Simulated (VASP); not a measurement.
The system is TiAl3.

```
Ti Al
1.0
     3.73593    0.00000    0.00000
     0.00000    3.73593    0.00000
     0.00000    0.00000    4.70265
Ti Al
1 3
Direct
  0.50000 0.50000 0.94382
  0.50000 0.00000 0.34544
  0.00000 0.50000 0.34544
  0.50000 0.50000 0.46399
```

* Program: VASP 6.6.1
* Task: relaxation of cell and atoms
* Functional: PBE
* Potentials or basis: VASP PAW PBE potentials, release 64 (Ti_sv, Al)
* Cutoff: 600 eV
* k mesh: 6 × 6 × 4
* Occupations: gaussian, width 0.1 eV
* Spin: no spin polarisation

At the start: pressure 63.5 GPa; volume 16.41 Å³/atom.

Problem. How do energy, volume and symmetry change on relaxing?

Solution. Over 25 steps the energy falls by 2084.9 meV/atom and the volume is 24.64 Å³/atom (+50.2 %); space group P4mm (No. 99, to 0.05 Å).

The path:
| step | energy change (eV) | largest force (eV/Å) | pressure (GPa) | volume (Å³) |
| --- | --- | --- | --- | --- |
| 1 | 0.0000 | 7.0205 | 63.52 | 65.64 |
| 2 | -5.3434 | 4.7052 | -4.85 | 147.23 |
| 3 | -6.7319 | 4.3766 | 1.72 | 105.32 |
| 4 | -7.3637 | 1.3464 | -1.83 | 113.58 |
| 5 | -7.3662 | 1.4835 | -1.95 | 114.23 |
| 6 | -7.6150 | 1.5603 | -0.65 | 110.66 |
| 7 | -7.8075 | 1.5256 | 3.16 | 104.15 |
| 8 | -7.9388 | 0.6963 | 1.84 | 106.44 |
| 9 | -7.9560 | 0.6057 | 1.31 | 107.60 |
| 10 | -7.9862 | 0.3744 | 0.11 | 109.55 |
| 11 | -7.9938 | 0.1939 | -0.81 | 111.19 |
| 12 | -8.0175 | 0.2278 | -0.86 | 110.42 |
| 13 | -8.0939 | 0.4716 | -0.88 | 108.02 |
| 14 | -8.1658 | 1.0936 | -0.32 | 102.81 |
| 15 | -8.1687 | 0.9254 | -0.56 | 104.20 |
| 16 | -8.1953 | 0.8910 | -0.41 | 103.22 |
| 17 | -8.2526 | 0.7635 | 0.11 | 100.20 |
| 18 | -8.2206 | 0.8449 | 1.63 | 93.83 |
| 19 | -8.2665 | 0.6234 | 0.61 | 97.76 |
| 20 | -8.3062 | 0.4916 | 0.24 | 98.15 |
| 21 | -8.3365 | 0.2203 | -0.27 | 98.87 |
| 22 | -8.3366 | 0.2054 | -0.29 | 98.91 |
| 23 | -8.3388 | 0.0663 | 0.13 | 98.35 |
| 24 | -8.3388 | 0.0426 | 0.21 | 98.26 |
| 25 | -8.3395 | 0.0214 | 0.11 | 98.55 |

Final structure:
```
Ti Al
1.0
     3.92169    0.00000    0.00000
     0.00000    3.92169    0.00000
     0.00000    0.00000    6.40801
Ti Al
1 3
Direct
  0.50000 0.50000 0.99031
  0.50000 0.00000 0.27265
  0.00000 0.50000 0.27265
  0.50000 0.50000 0.56308
```

Caveat: the volume moved by over 15 % at a fixed basis, so the end points are rough.
